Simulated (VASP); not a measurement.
# MgS: single point with PBEsol

The system is MgS.

```
Mg S
1.0
     2.60392    2.60392    0.00000
    -2.60392    2.60392    0.00000
     0.00000    2.60392    2.58371
Mg S
1 1
Direct
  0.00000 0.00000 0.00000
  0.50000 0.50000 0.00000
```

This cell differs from its parent crystal: film at in-plane strain +0.005.

- Program: VASP 6.6.1
- Task: single point
- Functional: PBEsol
- Potentials or basis: VASP PAW PBE potentials, release 64 (Mg, S)
- Cutoff: 520 eV
- k mesh: 8 × 8 × 8
- Occupations: gaussian, width 0.01 eV
- Spin: no spin polarisation

```yaml
Pressure: -0.7 GPa
Band_gap_on_the_k_mesh: 2.68 eV, indirect (least direct gap 3.62 eV)
```

Stress tensor (GPa, compression positive):
```
-1.02  0.00  0.00
 0.00 -1.02  0.00
 0.00  0.00 -0.18
```

Levels at points of the mesh, in eV from the valence-band top:
```csv
k point,band 2,band 3,band 4,band 5,band 6,band 7
"(0.00, 0.00, 0.00)",-0.03,0.00,0.00,3.62,7.81,7.81
"(0.50, 0.00, 0.00)",-4.93,-0.63,-0.61,4.40,6.78,6.87
"(0.50, 0.50, 0.00)",-4.30,-1.75,-1.69,2.72,4.23,11.88
"(0.00, 0.00, 0.50)",-4.29,-1.75,-1.75,2.68,4.20,11.96
```

It took 13 s on 1 thread of Intel(R) Xeon(R) 6975P-C (Granite Rapids) (shared host), peak memory 0.16 GiB.

Caveat: the cell differs from its parent crystal (film at in-plane strain +0.005); the PAW data sets were made with another functional, which shifts forces and pressure a little. A k mesh can miss the band edges.
